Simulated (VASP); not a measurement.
Wanted: the native input for a VASP 6.6.1 run.

```yaml
Task: single point
Functional: PBE
Potentials_or_basis: VASP PAW PBE potentials, release 64 (Ni)
Cutoff: 520 eV
k_mesh: 16 × 16 × 16
Occupations: fermi-dirac, width 0.05 eV
Spin: collinear spin, ferromagnetic start
Starting_moments: "[1.5] μB"
Dipole_correction: no
Further_INCAR_settings: ALGO = Normal; EDIFF = 1e-07; NBANDS = 15
```

The structure of Ni lies in POSCAR:

```
Ni
1.0
   -1.3376882352      1.3376882352      1.4805755529
    1.3376882352     -1.3376882352      1.4805755529
    1.3376882352      1.3376882352     -1.4805755529
Ni
1
Direct
    0.0000000000      0.0000000000      0.0000000000
```

This cell differs from its parent crystal: stretched by +7 % along [0.0, 0.0, 1.0] at fixed volume.

These files were run (other wordings do the same):

INCAR

```
ALGO = Normal
EDIFF = 1E-7
ENCUT = 520
GGA = PE
ISIF = 2
ISMEAR = -1
ISPIN = 2
LASPH = T
LCHARG = T
LELF = T
LMAXMIX = 4
LORBIT = 11
LREAL = F
LVHAR = T
LWAVE = F
MAGMOM = 1.5
NBANDS = 15
NELM = 150
PREC = Accurate
SIGMA = 0.05
```

KPOINTS

```
k-points
0
Gamma
  16 16 16
```

Potentials or basis: VASP PAW PBE potentials, release 64 (Ni).

Run with:

```console
$ cat potpaw_PBE.64/Ni/POTCAR > POTCAR
$ mpirun -np 1 vasp_std > vasp.out
```

It gave:

```json
{"Pressure": "7.2 GPa", "Net moment": "0.57 μB per cell", "Site moments": "Ni +0.58 μB", "Valence electrons inside the program's atomic spheres": "Ni 9.36"}
```

Wall time 3.6 min on 1 thread of AMD EPYC 7R43 64-Core Processor (Zen 3), on a shared host, peak memory 0.15 GiB.
